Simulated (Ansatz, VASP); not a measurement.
Ga3AsP2 in VASP and in Ansatz

INCAR

```
SYSTEM = Ga3AsP2
PREC = Accurate ; ENCUT = 520
EDIFF = 1E-6 ; ISMEAR = 0
SIGMA = 0.1 ; LREAL = .False.
LASPH = .True. ; NELM = 80
ALGO = Normal ; ISIF = 2
LWAVE = .False. ; LCHARG = .False.
GGA = PE ; NBANDS = 66
```

The input KPOINTS:

```
regular mesh
0
Gamma
  6 6 1
  0 0 0
```

The input POSCAR:

```
Ga3AsP2
1.0
    3.9358858000      0.0000000000      0.0000000000
   -1.9679429000      3.4085771000      0.0000000000
    0.0000000000      0.0000000000     19.4699405000
Ga P As
6 4 2
Direct
    0.3333333000      0.6666667000      0.3299580000
    0.3333333000      0.6666667000      0.6666520000
    0.3333333000      0.6666667000      0.0034700000
    0.6666667000      0.3333333000      0.1666520000
    0.6666667000      0.3333333000      0.5034700000
    0.6666667000      0.3333333000      0.8299580000
    0.3333333000      0.6666667000      0.1263140000
    0.3333333000      0.6666667000      0.7898800000
    0.6666667000      0.3333333000      0.2898800000
    0.6666667000      0.3333333000      0.6263140000
    0.3333333000      0.6666667000      0.4577260000
    0.6666667000      0.3333333000      0.9577260000
```

Input for Ansatz:

```yaml
crystal:
  lattice:
    - [3.9358858, 0.0, 0.0]
    - [-1.9679429, 3.4085771, 0.0]
    - [0.0, 0.0, 19.4699405]
  atoms:
    - { symbol: Ga, position: [0.3333333, 0.6666667, 0.329958] }
    - { symbol: Ga, position: [0.3333333, 0.6666667, 0.666652] }
    - { symbol: Ga, position: [0.3333333, 0.6666667, 0.00347] }
    - { symbol: Ga, position: [0.6666667, 0.3333333, 0.166652] }
    - { symbol: Ga, position: [0.6666667, 0.3333333, 0.50347] }
    - { symbol: Ga, position: [0.6666667, 0.3333333, 0.829958] }
    - { symbol: P, position: [0.3333333, 0.6666667, 0.126314] }
    - { symbol: P, position: [0.3333333, 0.6666667, 0.78988] }
    - { symbol: P, position: [0.6666667, 0.3333333, 0.28988] }
    - { symbol: P, position: [0.6666667, 0.3333333, 0.626314] }
    - { symbol: As, position: [0.3333333, 0.6666667, 0.457726] }
    - { symbol: As, position: [0.6666667, 0.3333333, 0.957726] }
basis:
  ecutwfc: 420
kpoints:
  mp_grid: { grid: [6, 6, 1] }
hamiltonian:
  xc: pbe
scf:
  occupations: { method: gaussian, width: 0.1 }
  lower_state_search: "off"
output:
  forces: true
  stress: true
  eigenvalues: true
```

Alike in both runs: task single point; functional PBE; k mesh 6 × 6 × 1; occupations gaussian, width 0.1 eV; no spin polarisation.

|  | VASP | Ansatz |
| --- | --- | --- |
| version | VASP 6.6.1 | Ansatz 0.2.0 |
| potentials or method | VASP PAW PBE potentials, release 64 (Ga_d, P, As), cutoff 520 eV | scalar-relativistic, plane waves, PAW |
| valence electrons in the cell | 108 | 128 |

VASP gave:

```
gap on the k mesh at the Fermi level (eV)                     : 0.89
least direct gap on the mesh (eV)                             : 0.89
pressure (GPa)                                                : 0.0
traceless stress, the component that is largest in VASP (GPa) : -0.06
rms of the force components (eV/Å)                            : 0.003
```

Q: What did Ansatz give for the same quantities?

A: gap on the k mesh at the Fermi level (eV): 0.89; least direct gap on the mesh (eV): 0.89; pressure (GPa): 0.0; traceless stress, the component that is largest in VASP (GPa): -0.06; rms of the force components (eV/Å): 0.004.

Atom by atom the forces differ by 0.005 eV/Å (rms over components). VASP's potentials hold 108 valence electrons a cell and Ansatz's 128, so a difference there can come from the potentials and not from the codes.
